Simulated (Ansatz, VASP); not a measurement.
## One calculation of Tl12H, two programs

```
CELL_PARAMETERS angstrom
6.92000 0.00000 0.00000
-5.19000 8.98934 0.00000
0.00000 0.00000 5.53254
ATOMIC_POSITIONS crystal
Tl 0.98535 0.99885 0.99196
Tl 0.20107 0.24971 0.48815
Tl 0.99077 0.33047 0.98873
Tl 0.16245 0.54972 0.49117
Tl 0.99748 0.66758 0.99385
Tl 0.17662 0.88597 0.49199
Tl 0.49066 0.99948 0.99047
Tl 0.66702 0.21383 0.48911
Tl 0.49492 0.32923 0.98909
Tl 0.68779 0.56112 0.49339
Tl 0.49070 0.65744 0.99093
Tl 0.64613 0.87320 0.49017
H 0.00532 0.01831 0.48599
```

Alike in both runs: functional PBE; k mesh 2 × 2 × 3; occupations fermi-dirac, width 0.1 eV; no spin polarisation.

Ansatz relaxed the structure, and its values are those at the end. VASP's run is a single point on that final structure, the one shown.

|  | VASP | Ansatz |
| --- | --- | --- |
| version | VASP 6.6.1 | Ansatz 0.2.0 |
| potentials or method | VASP PAW PBE potentials, release 64 (Tl_d, H), cutoff 520 eV | scalar-relativistic, plane waves, PAW |
| valence electrons in the cell | 157 | 157 |

```csv
,VASP,Ansatz,Ansatz less VASP
rms of the force components (eV/Å),0.009,0.009,0.0000
```

The k mesh is coarse, so the values compare programs but aren't converged. Neither program's run includes spin-orbit coupling.
